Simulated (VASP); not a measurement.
# Ga2O3 (C2/m) in VASP: further runs

Runs on Ga2O3. Level: PBE. Tasks: single point.

Program: VASP 6.6.1. These are calculated values, not measurements. Logs are shortened: lines on timing, memory, paths and dates and some standing lists are left out, and cuts for length are marked.

### 1 The cell of the first run

The structure is monoclinic, space group C2/m (No. 12). The conventional cell has a = 11.832 Å, b = 2.929 Å, c = 5.584 Å, α = 90.00°, β = 103.70°, γ = 90.00°. Within 2.3 Å of Ga (site symmetry m) lie 4 O at 1.77 to 1.80 Å. Ga (site symmetry m) has 6 O at 1.87 to 2.00 Å within 2.5 Å. O (site symmetry m) has 3 Ga at 1.77 to 1.87 Å within 2.3 Å. Within 2.4 Å of O (site symmetry m) lie 4 Ga at 1.80 to 2.00 Å. O (site symmetry m) has 3 Ga at 1.77 to 1.87 Å within 2.3 Å.

### 2 Single point, PBE (strain -0.050 along x and y, -0.050 along z)

Input file INCAR:

```
SYSTEM = Ga2O3
PREC     = Accurate       ! precision mode
ENCUT    = 600            ! plane-wave cutoff, eV
EDIFF    = 1E-6           ! SCF threshold, eV
ISMEAR   = 0              ! smearing method
SIGMA    = 0.05           ! smearing width, eV
LREAL    = .False.        ! projectors in reciprocal space
LASPH    = .True.         ! aspherical terms in the spheres
NELM     = 120            ! most SCF steps
ALGO     = Normal         ! electronic algorithm
ISIF     = 2              ! what is computed and relaxed
LWAVE    = .False.        ! write WAVECAR
LCHARG   = .False.        ! write CHGCAR
GGA      = PE             ! functional
NBANDS   = 55             ! bands
GGA_COMPAT= .False.      
KPAR     = 4
```

Input file KPOINTS:

```
Automatic mesh
0
Gamma
  10 10 6
  0 0 0
```

Input file POSCAR:

```
Ga2O3
1.0
    5.9160590369     -1.4646686970      0.0109178190
    5.9160590369      1.4646686970      0.0109178190
   -1.3325872907      0.0000000000      5.4223094842
Ga O
4 6
Direct
    0.0899134338      0.0899134338      0.7947233214
    0.9100865662      0.9100865662      0.2052766786
    0.6585007298      0.6585007298      0.3141978958
    0.3414992702      0.3414992702      0.6858021042
    0.1634883771      0.1634883771      0.1092060624
    0.8365116229      0.8365116229      0.8907939376
    0.1737013129      0.1737013129      0.5643594349
    0.8262986871      0.8262986871      0.4356405651
    0.4960195696      0.4960195696      0.2566813611
    0.5039804304      0.5039804304      0.7433186389
```

Potentials or basis: VASP PAW PBE potentials, release 64 (Ga_d, O).

On the command line:

```
$ cat potpaw_PBE.64/Ga_d/POTCAR potpaw_PBE.64/O/POTCAR > POTCAR
$ mpirun -np 4 vasp_std > vasp.out
```

OUTCAR:

```text
SYSTEM = Ga2O3
   PREC = Accurate
   ENCUT = 600
   EDIFF = 1E-6
   ISMEAR = 0
   LREAL = .False.
   LASPH = .True.
   NELM = 120
   ISIF = 2
   GGA = PE

 ion  position               nearest neighbor table
   1  0.090  0.090  0.795-   5 1.77  10 1.77  10 1.77   7 1.80
   2  0.910  0.910  0.205-   6 1.77   9 1.77   9 1.77   8 1.80
   3  0.659  0.659  0.314-   5 1.87   5 1.87   9 1.87   8 1.94   7 2.00   7 2.00
   4  0.341  0.341  0.686-   6 1.87   6 1.87  10 1.87   7 1.94   8 2.00   8 2.00
   5  0.163  0.163  0.109-   1 1.77   3 1.87   3 1.87
   6  0.837  0.837  0.891-   2 1.77   4 1.87   4 1.87
   7  0.174  0.174  0.564-   1 1.80   4 1.94   3 2.00   3 2.00
   8  0.826  0.826  0.436-   2 1.80   3 1.94   4 2.00   4 2.00
   9  0.496  0.496  0.257-   2 1.77   2 1.77   3 1.87
  10  0.504  0.504  0.743-   1 1.77   1 1.77   4 1.87

  LATTYP: Found a base centered monoclinic cell.
 ALAT       =    11.8321382221
 B/A-ratio  =     0.2475746428
 C/A-ratio  =     0.4719060251
 COS(beta)  =    -0.2368659710

  Lattice vectors:

 A1 = (   5.9160590369,  -1.4646686970,   0.0109178190)
 A2 = (   5.9160590369,   1.4646686970,   0.0109178190)
 A3 = (  -1.3325872907,   0.0000000000,   5.4223094842)

Analysis of symmetry for initial positions (statically):
=====================================================================
 Subroutine PRICEL returns:
 Original cell was already a primitive cell.

 Routine SETGRP: Setting up the symmetry group for a
 base centered monoclinic supercell.

 Subroutine GETGRP returns: Found  4 space group operations
 (whereof  4 operations were pure point group operations)
 out of a pool of  4 trial point group operations.

The static configuration has the point symmetry C_2h.

Analysis of symmetry for dynamics (positions and initial velocities):
=====================================================================
 Subroutine PRICEL returns:
 Original cell was already a primitive cell.

 Routine SETGRP: Setting up the symmetry group for a
 base centered monoclinic supercell.

 Subroutine GETGRP returns: Found  4 space group operations
 (whereof  4 operations were pure point group operations)
 out of a pool of  4 trial point group operations.

The dynamic configuration has the point symmetry C_2h.

 Subroutine INISYM returns: Found  4 space group operations
 (whereof  4 operations are pure point group operations),
 and found     1 'primitive' translations

----------------------------------------------------------------------------------------

[... 119 lines left out ...]
   NELECT =      88.0000    total number of electrons
   NUPDOWN=      -1.0000    fix difference up-down
   EMIN   =  10.00;   EMAX   =-10.00  energy-range for DOS
   EFERMI =   0.00;   METHOD = LEGACY
   ISMEAR =     0;   SIGMA  =   0.05  broadening in eV -4-tet -1-fermi 0-gaus
   EFERMI_NEDOS =   21; number of points for ismear=-14 and -15
   IALGO  =     38    algorithm
   IMIX   =      4    mixing-type and parameters
     AMIX     =   0.40;   BMIX     =  1.00
     AMIX_MAG =   1.60;   BMIX_MAG =  1.00
  volume/ion in A,a.u.               =       9.40        63.44
  Fermi-wavevector in a.u.,A,eV,Ry     =   1.601430  3.026264 34.893211  2.564579
  Thomas-Fermi vector in A             =   2.698410
   LORBIT       =      0    0 simple, 1 ext, 2 COOP (PROOUT), +10 PAW based schemes
   GGA     = PE    functional components
   LHFCALC =     F    Hartree Fock is set to
   AEXX    =    0.0000 exact exchange contribution
   IVDW    =     0    specifies the selected vdW correction
   LEPSILON=     F    determine dielectric tensor
   LRPA    =     F    only Hartree local field effects (RPA)
 non-spin polarized calculation
 Gauss-broadening in eV      SIGMA  =   0.05
  energy-cutoff  :      600.00
  volume of cell :       94.01
 maximum number of plane-waves:      3162
 NGX is ok and might be reduce to    50
   NGX = 25   NGY = 25   NGZ = 23

 number of electron      88.0000005 magnetization

 Free energy of the ion-electron system (eV)
  ---------------------------------------------------
  ext. energy  EPLUGINS =         0.00000000
  ---------------------------------------------------
  free energy    TOTEN  =       -57.94768765 eV

  energy without entropy =      -57.94768765  energy(sigma->0) =      -57.94768765

 E-fermi :   5.2376     XC(G=0): -12.2331

 val. band max:        4.9762463723   @ k =   0.0000   0.0000   0.0000
 cond. band min:       8.4032667179   @ k =   0.0000   0.0000   0.0000
 fundamental gap:      3.4270203456
 Fermi energy:         5.2376087582

 k-point     1 :       0.0000    0.0000    0.0000
  band No.  band energies     occupation
      1     -14.7849      2.00000
      2     -13.3615      2.00000
      3     -13.3338      2.00000
      4     -13.2136      2.00000
      5     -12.6357      2.00000
      6     -12.6267      2.00000
[... 1381 lines left out ...]
     54      17.2929      0.00000
     55      18.5533      0.00000

 [... further k-points ...]

------------------------ aborting loop because EDIFF is reached ----------------------------------------

  FORCE on cell =-STRESS in cart. coord.  units (eV):
  Direction    XX          YY          ZZ          XY          YZ          ZX
  --------------------------------------------------------------------------------------
  -------------------------------------------------------------------------------------
  Total       21.5496583     24.9612032     22.8992915      0.0000000      0.0000000      0.4398145
  in kB      367.2551113    425.3955829    390.2559260      0.0000000      0.0000000      7.4954369
  external PRESSURE =     394.3022068 kB  Pullay stress =       0.0000000 kB

 VOLUME and BASIS-vectors are now :
 -----------------------------------------------------------------------------
  energy-cutoff  :      600.00
  volume of cell :       94.01
      direct lattice vectors                 reciprocal lattice vectors
     5.916059037 -1.464668697  0.010917819     0.084477408 -0.341374129  0.020761176
     5.916059037  1.464668697  0.010917819     0.084477408  0.341374129  0.020761176
    -1.332587291  0.000000000  5.422309484    -0.000340190  0.000000000  0.184339656

 POSITION                                       TOTAL-FORCE (eV/Angst)
 -----------------------------------------------------------------------------------
      0.00483      0.00000      4.31120         0.478869      0.000000     -0.111356
     10.49470      0.00000      1.13295        -0.478869      0.000000      0.111356
      7.37276      0.00000      1.71806        -0.036755      0.000000      0.339586
      3.12677      0.00000      3.72609         0.036755      0.000000     -0.339586
      1.78889      0.00000      0.59572         0.971401      0.000000     -0.003625
      8.71064      0.00000      4.84843        -0.971401      0.000000      0.003625
      1.30320      0.00000      3.06392        -0.145899      0.000000     -0.209091
      9.19633      0.00000      2.38022         0.145899      0.000000      0.209091
      5.52691      0.00000      1.40264         0.780501      0.000000      0.334767
      4.97262      0.00000      4.04151        -0.780501      0.000000     -0.334767
 -----------------------------------------------------------------------------------
    total drift:                                0.000000      0.000000     -0.000000

  FREE ENERGIE OF THE ION-ELECTRON SYSTEM (eV)
  ---------------------------------------------------
  free  energy   TOTEN  =       -57.9476876500 eV

  energy  without entropy=      -57.9476876500  energy(sigma->0) =      -57.94768765
```

OSZICAR:

```text
N       E                     dE             d eps       ncg     rms          rms(c)
DAV:   1     0.129849231318E+04    0.12985E+04   -0.43565E+04 23119   0.332E+03
DAV:   2     0.222020081419E+03   -0.10765E+04   -0.10046E+04 19120   0.887E+02
DAV:   3    -0.454883075817E+02   -0.26751E+03   -0.26001E+03 21626   0.283E+02
DAV:   4    -0.668656245672E+02   -0.21377E+02   -0.21152E+02 22841   0.860E+01
DAV:   5    -0.676577921217E+02   -0.79217E+00   -0.79083E+00 25438   0.171E+01    0.183E+01
DAV:   6    -0.577137717945E+02    0.99440E+01   -0.28955E+01 35455   0.690E+01    0.457E+00
DAV:   7    -0.579955168974E+02   -0.28175E+00   -0.47254E+00 21275   0.113E+01    0.356E+00
DAV:   8    -0.580105005394E+02   -0.14984E-01   -0.71861E-01 30202   0.105E+01    0.169E+00
DAV:   9    -0.579450818656E+02    0.65419E-01   -0.27418E-01 30394   0.728E+00    0.204E-01
DAV:  10    -0.579474102195E+02   -0.23284E-02   -0.28266E-02 23923   0.128E+00    0.176E-01
DAV:  11    -0.579476239498E+02   -0.21373E-03   -0.35281E-03 23343   0.681E-01    0.814E-02
DAV:  12    -0.579476780449E+02   -0.54095E-04   -0.83396E-04 27054   0.543E-01    0.201E-02
DAV:  13    -0.579476903369E+02   -0.12292E-04   -0.14724E-04 29151   0.134E-01    0.146E-02
DAV:  14    -0.579476885534E+02    0.17835E-05   -0.62800E-05 27975   0.828E-02    0.819E-03
DAV:  15    -0.579476876500E+02    0.90344E-06   -0.67736E-06 23895   0.270E-02
   1 F= -.57947688E+02 E0= -.57947688E+02  d E =-.306947E-15
```

Wall time 8.1 min (4 MPI ranks of Intel Xeon Platinum 8375C at 2.90GHz (Ice Lake), shared host); peak memory 0.89 GiB.

Results:

```
Free energy            : -57.9477 eV
Pressure               : 39.4 GPa
Largest force          : 0.971 eV/Å
Band gap on the k mesh : 3.43 eV
```

Forces in eV/Å, atoms in the order of the input:
```
Ga   0.479  0.000 -0.111
Ga  -0.479  0.000  0.111
Ga  -0.037  0.000  0.340
Ga   0.037  0.000 -0.340
O    0.971  0.000 -0.004
O   -0.971  0.000  0.004
O   -0.146  0.000 -0.209
O    0.146  0.000  0.209
O    0.781  0.000  0.335
O   -0.781  0.000 -0.335
```

Stress tensor (GPa, compression positive):
```
36.73  0.00  0.75
 0.00 42.54  0.00
 0.75  0.00 39.03
```

Caveat: the cell differs from its parent crystal (strain -0.050 along x and y, -0.050 along z); the cell stands under pressure. A k mesh can miss the band edges.

### 3 Single point, PBE (strain -0.025 along x and y, +0.000 along z)

Input file INCAR:

```
ALGO = Normal
EDIFF = 1E-6
ENCUT = 600
GGA = PE
GGA_COMPAT = F
ISIF = 2
ISMEAR = 0
KPAR = 4
LASPH = T
LCHARG = F
LREAL = F
LWAVE = F
NBANDS = 55
NELM = 120
PREC = Accurate
SIGMA = 0.05
```

Input file KPOINTS:

```
k-points
0
Gamma
  10 10 6
```

POSCAR: that of step 2 with these lines changed.

```diff
@@ -2,5 +2,5 @@
 1.0
-    5.9160590369     -1.4646686970      0.0109178190
-    5.9160590369      1.4646686970      0.0109178190
-   -1.3325872907      0.0000000000      5.4223094842
+    6.0717448011     -1.5032126101      0.0114924410
+    6.0717448011      1.5032126101      0.0114924410
+   -1.3676553773      0.0000000000      5.7076941939
 Ga O
```

Potentials or basis: VASP PAW PBE potentials, release 64 (Ga_d, O).

On the command line:

```
$ cat potpaw_PBE.64/Ga_d/POTCAR potpaw_PBE.64/O/POTCAR > POTCAR
$ mpirun -np 4 vasp_std > vasp.out
```

Wall time 9.1 min (4 MPI ranks of AMD EPYC 7R43 (Zen 3), shared host); peak memory 0.9 GiB.

Results (log left out):

| Property | Result |
| --- | --- |
| Free energy | -59.4511 eV |
| Pressure | 10.7 GPa |
| Largest force | 0.685 eV/Å |
| Band gap on the k mesh | 2.42 eV (least direct gap 2.55 eV) |

Forces on the atoms (eV/Å):
```
Ga   0.568  0.000  0.382
Ga  -0.568  0.000 -0.382
Ga   0.150  0.000  0.093
Ga  -0.150  0.000 -0.093
O    0.195  0.000 -0.266
O   -0.195  0.000  0.266
O   -0.184  0.000 -0.076
O    0.184  0.000  0.076
O    0.282  0.000  0.157
O   -0.282  0.000 -0.157
```

Stress tensor (GPa, compression positive):
```
12.01  0.00  0.18
 0.00 15.22  0.00
 0.18  0.00  4.89
```

Levels at points of the mesh, in eV from the valence-band top:
```tsv
k point	band 40	band 41	band 42	band 43	band 44	band 45	band 46	band 47	band 48	band 49
(0.00, 0.00, 0.00)	-0.60	-0.57	-0.47	-0.30	-0.13	2.43	5.68	6.90	6.91	7.89
(0.50, 0.00, 0.00)	-1.26	-0.80	-0.72	-0.44	-0.30	5.68	6.43	7.17	7.54	8.14
(0.50, 0.50, 0.00)	-1.08	-0.58	-0.57	-0.36	-0.32	4.57	4.82	6.00	6.70	8.11
(0.00, 0.00, 0.50)	-1.39	-0.67	-0.55	-0.42	-0.26	4.84	4.92	6.81	7.41	7.85
(0.50, 0.00, 0.50)	-1.27	-1.18	-1.03	-0.71	-0.68	6.94	6.98	7.81	8.04	8.45
(0.50, 0.50, 0.50)	-0.64	-0.61	-0.60	-0.54	-0.03	5.23	5.36	6.30	6.72	7.09
```

Caveat: the cell differs from its parent crystal (strain -0.025 along x and y, +0.000 along z); the cell stands under pressure.
